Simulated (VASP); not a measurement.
# LiCl (R-3m) in VASP: single point with PBE

Aim: the single point of LiCl with PBE.

Everything below comes from runs of VASP 6.6.1. Logs are shortened: lines on timing, memory, paths and dates and some standing lists are left out, and cuts for length are marked.

## (1) The cell of the first run

Symmetry: R-3m, No. 166, trigonal system. Conventional cell: a = 3.970 Å, b = 3.970 Å, c = 8.124 Å, α = 90.00°, β = 90.00°, γ = 120.00°. Li (site symmetry -3m) has 6 Cl at 2.66 Å within 3.5 Å. Within 3.5 Å of Cl (site symmetry -3m) lie 6 Li at 2.66 Å.

## (2) Single point, PBE (strained)

File INCAR:

```
SYSTEM = LiCl
PREC = Accurate
ENCUT = 520
EDIFF = 1E-6
ISMEAR = 0
SIGMA = 0.02
LREAL = .False.
LASPH = .True.
NELM = 80
ALGO = Normal
ISIF = 2
LWAVE = .False.
LCHARG = .False.
GGA = PE
NBANDS = 12
```

File KPOINTS:

```
regular mesh
0
Gamma
  8 8 8
  0 0 0
```

File POSCAR:

```
LiCl
1.0
    0.3077712000      2.4991021440      2.4991021440
    2.8068733440      0.0000000000      2.8068733440
    2.8068733440      2.8068733440      0.0000000000
Li Cl
1 1
Direct
    0.0000000000      0.0000000000      0.0000000000
    0.5000000000      0.5000000000      0.5000000000
```

Potentials or basis: VASP PAW PBE potentials, release 64 (Li_sv, Cl).

The run is started by

```sh
> cat potpaw_PBE.64/Li_sv/POTCAR potpaw_PBE.64/Cl/POTCAR > POTCAR
> mpirun -np 1 vasp_std > vasp.out
```

OUTCAR:

```text
SYSTEM = LiCl
   PREC = Accurate
   ENCUT = 520
   EDIFF = 1E-6
   ISMEAR = 0
   LREAL = .False.
   LASPH = .True.
   NELM = 80
   ISIF = 2
   GGA = PE

 ion  position               nearest neighbor table
   1  0.000  0.000  0.000-
   2  0.500  0.500  0.500-

  LATTYP: Found a trigonal (rhomboedric) cell.
 ALAT       =     3.5476395200
 COS(alpha) =     0.3740110545

  Lattice vectors:

 A1 = (  -2.4991021440,   2.4991021440,  -0.3077712000)
 A2 = (  -2.4991021440,  -0.3077712000,   2.4991021440)
 A3 = (   0.3077712000,   2.4991021440,   2.4991021440)

Analysis of symmetry for initial positions (statically):
=====================================================================
 Subroutine PRICEL returns:
 Original cell was already a primitive cell.

 Routine SETGRP: Setting up the symmetry group for a
 trigonal (rhombohedral) supercell.

 Subroutine GETGRP returns: Found 12 space group operations
 (whereof 12 operations were pure point group operations)
 out of a pool of 12 trial point group operations.

The static configuration has the point symmetry D_3d.

Analysis of symmetry for dynamics (positions and initial velocities):
=====================================================================
 Subroutine PRICEL returns:
 Original cell was already a primitive cell.

 Routine SETGRP: Setting up the symmetry group for a
 trigonal (rhombohedral) supercell.

 Subroutine GETGRP returns: Found 12 space group operations
 (whereof 12 operations were pure point group operations)
 out of a pool of 12 trial point group operations.

The dynamic configuration has the point symmetry D_3d.

 Subroutine INISYM returns: Found 12 space group operations
 (whereof 12 operations are pure point group operations),
 and found     1 'primitive' translations

----------------------------------------------------------------------------------------

                                     Primitive cell

  volume of cell :      36.9538

  direct lattice vectors                    reciprocal lattice vectors
     0.307771200  2.499102144  2.499102144    -0.213199929  0.213199929  0.213199929
     2.806873344  0.000000000  2.806873344     0.189822744 -0.189822744  0.166445558
     2.806873344  2.806873344  0.000000000     0.189822744  0.166445558 -0.189822744

  length of vectors
     3.547639520  3.969518351  3.969518351     0.369273109  0.315863059  0.315863059

  position of ions in fractional coordinates (direct lattice)
     0.000000000  0.000000000  0.000000000
     0.500000000  0.500000000  0.500000000

  ion indices of the primitive-cell ions
   primitive index   ion index
                 1           1
                 2           2

----------------------------------------------------------------------------------------

 KPOINTS: regular mesh

Automatic generation of k-mesh.
 Grid dimensions read from file:
 generate k-points for:    8    8    8

 Generating k-lattice:

  Cartesian coordinates                     Fractional coordinates (reciprocal lattice)
    -0.026649991  0.026649991  0.026649991     0.125000000  0.000000000  0.000000000
     0.023727843 -0.023727843  0.020805695     0.000000000  0.125000000  0.000000000
     0.023727843  0.020805695 -0.023727843     0.000000000  0.000000000  0.125000000

  Length of vectors
     0.046159139  0.039482882  0.039482882

  Shift w.r.t. Gamma in fractional coordinates (k-lattice)
     0.000000000  0.000000000  0.000000000

 Subroutine IBZKPT returns following result:
 ===========================================

 Found     65 irreducible k-points:

 Following reciprocal coordinates:
            Coordinates               Weight
  0.000000  0.000000  0.000000      1.000000
  0.125000  0.000000  0.000000      2.000000
  0.250000  0.000000  0.000000      2.000000
  0.375000  0.000000  0.000000      2.000000
  0.500000  0.000000  0.000000      1.000000
  0.000000  0.125000  0.000000      6.000000
[... 16 lines left out ...]
  0.125000  0.375000  0.000000      6.000000
  0.250000  0.375000  0.000000      6.000000
 [... further k-points ...]
   k-points           NKPTS =     65   k-points in BZ     NKDIM =     65   number of bands    NBANDS=     12
   number of dos      NEDOS =    301   number of ions     NIONS =      2
   total plane-waves  NPLWV =  25200
   dimension x,y,z NGX =    28 NGY =   30 NGZ =   30
   dimension x,y,z NGXF=    56 NGYF=   60 NGZF=   60
   ions per type =               1   1
   NGX,Y,Z   is equivalent  to a cutoff of  13.12, 12.56, 12.56 a.u.
   NGXF,Y,Z  is equivalent  to a cutoff of  26.24, 25.13, 25.13 a.u.
 SYSTEM =  LiCl
   PREC   = accura    normal or accurate (medium, high low for compatibility)
   ISTART =      0    job   : 0-new  1-cont  2-samecut
   ICHARG =      2    charge: 1-file 2-atom 10-const
   ISPIN  =      1    spin polarized calculation?
   LNONCOLLINEAR =      F non collinear calculations
   LSORBIT =      F    spin-orbit coupling
   LASPH  =      T    aspherical Exc in radial PAW
   ENCUT  =  520.0 eV  38.22 Ry    6.18 a.u.   6.60  7.38  7.38*2*pi/ulx,y,z
   NELM   =     80;   NELMIN=  2; NELMDL= -5     # of ELM steps
   EDIFF  = 0.1E-05   stopping-criterion for ELM
   LREAL  =      F    real-space projection
   EDIFFG = 0.1E-04   stopping-criterion for IOM
   NSW    =      0    number of steps for IOM
   IBRION =     -1    ionic relax: 0-MD 1-quasi-New 2-CG
   NFREE  =      0    steps in history (QN), initial steepest desc. (CG)
   ISIF   =      2    stress and relaxation
   ISYM   =      2    0-nonsym 1-usesym 2-fastsym
   POTIM  = 0.5000    time-step for ionic-motion
   TEBEG  =    0.0;   TEEND  =   0.0 temperature during run
   PSTRESS=    0.0 pullay stress
   NELECT =      10.0000    total number of electrons
   NUPDOWN=      -1.0000    fix difference up-down
   EMIN   =  10.00;   EMAX   =-10.00  energy-range for DOS
   EFERMI =   0.00;   METHOD = LEGACY
   ISMEAR =     0;   SIGMA  =   0.02  broadening in eV -4-tet -1-fermi 0-gaus
   EFERMI_NEDOS =   21; number of points for ismear=-14 and -15
   IALGO  =     38    algorithm
   IMIX   =      4    mixing-type and parameters
     AMIX     =   0.40;   BMIX     =  1.00
     AMIX_MAG =   1.60;   BMIX_MAG =  1.00
  volume/ion in A,a.u.               =      18.48       124.69
  Fermi-wavevector in a.u.,A,eV,Ry     =   1.058901  2.001032 15.255819  1.121271
  Thomas-Fermi vector in A             =   2.194227
   LORBIT       =      0    0 simple, 1 ext, 2 COOP (PROOUT), +10 PAW based schemes
   GGA     = PE    functional components
   LHFCALC =     F    Hartree Fock is set to
   AEXX    =    0.0000 exact exchange contribution
   IVDW    =     0    specifies the selected vdW correction
   LEPSILON=     F    determine dielectric tensor
   LRPA    =     F    only Hartree local field effects (RPA)
 non-spin polarized calculation
 Gauss-broadening in eV      SIGMA  =   0.02
  energy-cutoff  :      520.00
  volume of cell :       36.95
 maximum number of plane-waves:      1018
 NGX is ok and might be reduce to    28
   NGX = 13   NGY = 15   NGZ = 15

 number of electron      10.0000003 magnetization

 Free energy of the ion-electron system (eV)
  ---------------------------------------------------
  ext. energy  EPLUGINS =         0.00000000
  ---------------------------------------------------
  free energy    TOTEN  =        -7.27286267 eV

  energy without entropy =       -7.27286267  energy(sigma->0) =       -7.27286267

 E-fermi :   0.7378     XC(G=0):  -8.3469

 val. band max:        0.4891900286   @ k =   0.0000   0.0000   0.0000
 cond. band min:       5.6837730533   @ k =   0.0000   0.0000   0.0000
 fundamental gap:      5.1945830247
 Fermi energy:         0.7378406714

 k-point     1 :       0.0000    0.0000    0.0000
  band No.  band energies     occupation
      1     -43.8383      2.00000
      2     -13.1191      2.00000
      3      -0.2235      2.00000
      4      -0.2235      2.00000
      5       0.4892      2.00000
      6       5.6838      0.00000
      7      10.9562      0.00000
      8      10.9562      0.00000
      9      13.8461      0.00000
     10      13.8566      0.00000
     11      13.8567      0.00000
     12      14.0854      0.00000

 k-point     2 :       0.1250    0.0000    0.0000
  band No.  band energies     occupation
      1     -43.8379      2.00000
      2     -13.0232      2.00000
      3      -0.2991      2.00000
      4      -0.2991      2.00000
      5      -0.0434      2.00000
      6       6.1904      0.00000
      7      11.0398      0.00000
      8      11.0398      0.00000
      9      12.3393      0.00000
     10      12.3394      0.00000
     11      12.4926      0.00000
     12      13.9408      0.00000

 k-point     3 :       0.2500    0.0000    0.0000
  band No.  band energies     occupation
      1     -43.8368      2.00000
      2     -12.7778      2.00000
      3      -1.0765      2.00000
      4      -0.4651      2.00000
      5      -0.4651      2.00000
      6       6.6811      0.00000
      7       9.7596      0.00000
      8       9.7596      0.00000
      9      11.5989      0.00000
     10      13.3929      0.00000
     11      13.3929      0.00000
     12      14.1705      0.00000

 k-point     4 :       0.3750    0.0000    0.0000
  band No.  band energies     occupation
      1     -43.8357      2.00000
      2     -12.5092      2.00000
      3      -1.9436      2.00000
      4      -0.6111      2.00000
      5      -0.6111      2.00000
      6       6.2952      0.00000
      7       8.6890      0.00000
      8       8.6890      0.00000
      9      12.5611      0.00000
     10      14.6511      0.00000
     11      15.6822      0.00000
     12      15.6822      0.00000

 k-point     5 :       0.5000    0.0000    0.0000
  band No.  band energies     occupation
      1     -43.8352      2.00000
      2     -12.3898      2.00000
      3      -2.2785      2.00000
      4      -0.6664      2.00000
      5      -0.6664      2.00000
      6       6.0177      0.00000
      7       8.3161      0.00000
      8       8.3161      0.00000
      9      13.2365      0.00000
     10      15.4414      0.00000
     11      17.8235      0.00000
     12      17.8236      0.00000
[... 228 lines left out ...]
      1     -43.8369      2.00000
      2     -12.7668      2.00000
      3      -1.8844      2.00000
      4      -0.2011      2.00000
      5      -0.1912      2.00000
      6       7.2162      0.00000
      7       9.7284      0.00000
      8       9.8893      0.00000
      9      11.3061      0.00000
     10      12.5059      0.00000
     11      15.0232      0.00000
     12      16.6022      0.00000

 k-point    22 :       0.0000    0.3750    0.0000
  band No.  band energies     occupation
      1     -43.8370      2.00000
      2     -12.7713      2.00000
      3      -2.2712      2.00000
      4      -0.2088      2.00000
      5       0.2065      2.00000
      6       6.8067      0.00000
      7       9.5417      0.00000
      8      10.7348      0.00000
      9      11.2372      0.00000
     10      14.0218      0.00000
     11      15.3338      0.00000
     12      16.7577      0.00000

 k-point    23 :       0.1250    0.3750    0.0000
  band No.  band energies     occupation
      1     -43.8370      2.00000
      2     -12.7866      2.00000
      3      -1.8461      2.00000
      4      -0.5002      2.00000
      5      -0.1571      2.00000
      6       7.4533      0.00000
      7      10.0731      0.00000
      8      10.4122      0.00000
      9      10.7366      0.00000
     10      14.8932      0.00000
     11      15.0465      0.00000
     12      16.4868      0.00000

 k-point    24 :       0.2500    0.3750    0.0000
  band No.  band energies     occupation
      1     -43.8367      2.00000
      2     -12.6955      2.00000
      3      -1.6891      2.00000
      4      -0.9317      2.00000
      5      -0.5028      2.00000
      6       8.0662      0.00000
      7       9.4649      0.00000
      8      10.0894      0.00000
      9      11.7516      0.00000
     10      13.6442      0.00000
     11      15.8426      0.00000
     12      16.9364      0.00000

 [... further k-points ...]

------------------------ aborting loop because EDIFF is reached ----------------------------------------

  FORCE on cell =-STRESS in cart. coord.  units (eV):
  Direction    XX          YY          ZZ          XY          YZ          ZX
  --------------------------------------------------------------------------------------
  -------------------------------------------------------------------------------------
  Total       -0.4626904     -0.4626904     -0.4626904     -0.4724334      0.4724334     -0.4724334
  in kB      -20.0605332    -20.0605332    -20.0605332    -20.4829534     20.4829534    -20.4829534
  external PRESSURE =     -20.0605332 kB  Pullay stress =       0.0000000 kB

 VOLUME and BASIS-vectors are now :
 -----------------------------------------------------------------------------
  energy-cutoff  :      520.00
  volume of cell :       36.95
      direct lattice vectors                 reciprocal lattice vectors
     0.307771200  2.499102144  2.499102144    -0.213199929  0.213199929  0.213199929
     2.806873344  0.000000000  2.806873344     0.189822744 -0.189822744  0.166445558
     2.806873344  2.806873344  0.000000000     0.189822744  0.166445558 -0.189822744

 POSITION                                       TOTAL-FORCE (eV/Angst)
 -----------------------------------------------------------------------------------
      0.00000      0.00000      0.00000         0.000000     -0.000000      0.000000
      2.96076      2.65299      2.65299        -0.000000      0.000000      0.000000
 -----------------------------------------------------------------------------------
    total drift:                                0.000000      0.000000      0.000000

  FREE ENERGIE OF THE ION-ELECTRON SYSTEM (eV)
  ---------------------------------------------------
  free  energy   TOTEN  =        -7.2728626723 eV

  energy  without entropy=       -7.2728626723  energy(sigma->0) =       -7.27286267
```

Run time: 24 s. Hardware: 1 thread of Intel Xeon Platinum 8259CL at 2.50GHz (Skylake/Cascade Lake), shared host; peak memory 0.16 GiB.

What came out:

| Property | Result |
| --- | --- |
| Free energy | -7.2729 eV |
| Band gap on the k mesh | 5.19 eV, direct |

Caveat: the cell differs from its parent crystal (strained); the cutoff is under 1.25 times the usual one of these potentials, so pressure, stress and relaxed cells hold a basis-set (Pulay) error.
